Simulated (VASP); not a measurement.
Here is a VASP 6.6.1 calculation.

The input POSCAR:

```
KCl
1.0
    3.8391960000      0.0000000000      0.0000000000
    0.0000000000      3.8391960000      0.0000000000
    0.0000000000      0.0000000000      3.8391960000
K Cl
1 1
Direct
    0.0000000000      0.0000000000      0.0000000000
    0.5000000000      0.5000000000      0.5000000000
```

Contents of INCAR.step1:

```
  PREC = Accurate
  ENCUT = 520
  EDIFF = 1E-5
  ISMEAR = -1
  SIGMA = 0.05
  LREAL = F
  LASPH = T
  NELM = 80
  ALGO = Normal
  ISIF = 2
  LWAVE = T
  LCHARG = F
  GGA = PE
  NBANDS = 15
```

INCAR.step2

```
  PREC = Accurate
  ENCUT = 520
  EDIFF = 1E-6
  ISMEAR = -1
  SIGMA = 0.05
  LREAL = F
  LASPH = T
  NELM = 80
  ALGO = Normal
  ISIF = 2
  LWAVE = F
  LCHARG = F
  GGA = PE
  LHFCALC = T
  AEXX = 0.25
  HFSCREEN = 0.2
  PRECFOCK = Normal
  ISTART = 1
  NBANDS = 15
```

KPOINTS

```
regular mesh
0
Gamma
  4 4 4
```

Potentials or basis: VASP PAW PBE potentials, release 64 (K_sv, Cl).

Run with:

```console
$ cat potpaw_PBE.64/K_sv/POTCAR potpaw_PBE.64/Cl/POTCAR > POTCAR
$ cp INCAR.step1 INCAR
$ mpirun -np 1 vasp_std > vasp.out
$ cp INCAR.step2 INCAR
$ mpirun -np 1 vasp_std > vasp.out
```

Problem. What does it give for the band gap on the k mesh?

Solution. 6.14 eV (least direct gap 6.36 eV).

Problem. Estimate the pressure.

Solution. -0.4 GPa.

Caveat: the PAW data sets were made with another functional, which shifts forces and pressure a little. A k mesh can miss the band edges.
